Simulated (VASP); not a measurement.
TiC: electric field gradients with PBEsol

Crystal: TiC.

```
Ti C
1.0
    -0.04328    2.14236    2.14236
     2.14236   -0.04328    2.14236
     2.14236    2.14236   -0.04328
Ti C
1 1
Direct
  0.00000 0.00000 0.00000
  0.50000 0.50000 0.50000
```

This cell differs from its parent crystal: equal xy, yz and zx shear strains of -2 %.

```
Program                : VASP 6.6.1
Task                   : electric field gradients
Functional             : PBEsol
Potentials or basis    : VASP PAW PBE potentials, release 64 (Ti_sv, C)
Cutoff                 : 520 eV
k mesh                 : 16 × 16 × 16
Occupations            : fermi-dirac, width 0.03 eV
Spin                   : no spin polarisation
Dipole correction      : no
Further INCAR settings : ALGO = Normal; EDIFF = 1e-08; NBANDS = 15
```

The pressure is -5.8 GPa and the band gap on the k mesh is zero (band 8 reaches 10.19 eV, above the bottom of band 9 at 9.06 eV).

Stress tensor (GPa, compression positive):
```
-5.80  3.12  3.12
 3.12 -5.80  3.12
 3.12  3.12 -5.80
```

Levels at points of the mesh, in eV from the Fermi level:
```tsv
k point	band 5	band 6	band 7	band 8	band 9	band 10	band 11	band 12
(0.00, 0.00, 0.00)	-12.38	0.57	0.57	0.86	1.63	1.63	1.75	1.75
(0.50, 0.00, 0.00)	-8.89	-5.89	-2.97	-2.69	2.80	2.97	4.11	8.15
(0.50, 0.50, 0.00)	-10.06	-3.44	-1.67	-0.15	0.13	2.74	3.53	3.55
(0.50, 0.50, 0.50)	-8.68	-5.87	-3.07	-3.07	3.01	3.01	4.25	7.92
```

Electric field gradients, principal values (V/Å²):
```
atom   least  middle  greatest (by size)
1 Ti  -0.531  -0.531               1.063
 2 C  -1.064  -1.064               2.128
```

Wall time 91 s on 1 thread of Intel(R) Xeon(R) Platinum 8375C CPU @ 2.90GHz (Ice Lake), with other jobs on the host, peak memory 0.24 GiB.

Caveat: the cell differs from its parent crystal (equal xy, yz and zx shear strains of -2 %); without QUAD_EFG the Cq values of the log hold for a quadrupole moment of 1 mb, not for the nuclei; the PAW data sets were made with another functional, which shifts forces and pressure a little.
